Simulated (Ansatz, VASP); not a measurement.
**One calculation of ZnSe, two programs**

```
Zn Se
1.0
     4.08781    0.00000    0.00000
     0.00000    4.08781    0.00000
     0.00000    0.00000    5.61335
Zn Se
2 2
Cartesian
  0.0000 0.0000 0.0000
  2.0439 2.0439 0.0000
  0.0000 2.0439 1.2007
  2.0439 0.0000 4.4126
```

Alike in both runs: task single point; functional PBEsol; k mesh 8 × 8 × 6; occupations gaussian, width 0.05 eV; no spin polarisation.

|  | VASP | Ansatz |
| --- | --- | --- |
| version | VASP 6.6.1 | Ansatz 0.2.0 |
| potentials or method | VASP PAW PBE potentials, release 64 (Zn, Se), cutoff 520 eV | scalar-relativistic, plane waves, PAW |
| valence electrons in the cell | 36 | 56 |

|  | VASP | Ansatz | Ansatz less VASP |
| --- | --- | --- | --- |
| gap on the k mesh at the Fermi level (eV) | 1.01 | 1.02 | +0.008 |
| least direct gap on the mesh (eV) | 1.01 | 1.02 | +0.008 |
| pressure (GPa) | 10.0 | 9.6 | -0.40 |
| traceless stress, the component that is largest in VASP (GPa) | 0.07 | 0.16 | +0.090 |
| rms of the force components (eV/Å) | 1.058 | 1.027 | -0.0305 |

VASP's potentials were made for PBE, not for PBEsol, and Ansatz warns of the same on its side. Atom by atom the forces differ by 0.030 eV/Å (rms over components). The functional is the same, so the differences come from potentials, cutoffs and numerics. VASP's potentials hold 36 valence electrons a cell and Ansatz's 56, so a difference there can come from the potentials and not from the codes.
